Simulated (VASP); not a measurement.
Here is a VASP 6.6.1 calculation.

File INCAR:

```
SYSTEM = GaN
  AGGAC = 1.0
  AGGAX = 1.0
  ALDAC = 0.0
  ALDAX = 1.0
  ALGO = Normal
  EDIFF = 1E-6
  ENCUT = 520
  GGA = B5
  ISIF = 2
  ISMEAR = -1
  IVDW = 12
  LASPH = .TRUE.
  LCHARG = .FALSE.
  LREAL = .FALSE.
  LWAVE = .FALSE.
  NBANDS = 16
  NELM = 100
  PREC = Accurate
  SIGMA = 0.05
  VDW_A1 = 0.4298
  VDW_A2 = 4.2359
  VDW_S6 = 1.0
  VDW_S8 = 2.6996
```

File KPOINTS:

```
k-points
0
G
  10 10 10
  0 0 0
```

File POSCAR:

```
GaN
1.0
    2.9682698915      0.0000000000      0.0000000000
   -1.4841349457      2.5705971313      0.0000000000
    0.0000000000      0.0000000000      2.6732568687
Ga N
1 1
Direct
    0.6666666667      0.3333333333      0.5000000000
    0.0000000000      0.0000000000      0.0000000000
```

Potentials or basis: VASP PAW PBE potentials, release 64 (Ga_d, N).

Run with:

```console
$ cat potpaw_PBE.64/Ga_d/POTCAR potpaw_PBE.64/N/POTCAR > POTCAR
$ mpirun -np 1 vasp_std > vasp.out
```

Problem. What does it give for the band gap on the k mesh?

Solution. Zero (bands 9 and 10 overlap by 1.00 eV).

Problem. Estimate the pressure.

Solution. 0.8 GPa.

Problem. Estimate the dispersion energy per atom.

Solution. -0.626 eV.

Stress tensor (GPa, compression positive):
```
0.74 0.00 0.00
0.00 0.74 0.00
0.00 0.00 0.95
```

Caveat: the PAW data sets were made with another functional, which shifts forces and pressure a little.
